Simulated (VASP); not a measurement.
MnHg:

```
Mn Hg
1.0
     3.50303    0.00000    0.00000
     0.00000    3.50303    0.00000
     0.00000    0.00000    3.50303
Mn Hg
1 1
Direct
  0.50000 0.50000 0.50000
  0.00000 0.00000 0.00000
```

Base run:

* Program: VASP 6.6.1
* Functional: PBE
* Potentials or basis: VASP PAW PBE potentials, release 64 (Mn_pv, Hg)
* Cutoff: 520 eV
* k mesh: 10 × 10 × 10
* Occupations: fermi-dirac, width 0.1 eV
* Spin: collinear spin, ferromagnetic start
* Starting moments: [4.0, 0.0] μB

Its results: pressure -7.6 GPa.

Q: The run is repeated on the same cell with these changes: spin from collinear spin, ferromagnetic start to no spin polarisation; further incar settings from ALGO = Normal; EDIFF = 1e-06; NBANDS = 24 to ALGO = Normal; EDIFF = 1e-07; NBANDS = 20. What comes out?

A: Pressure -18.9 GPa.

Caveats: the cell stands under tension.
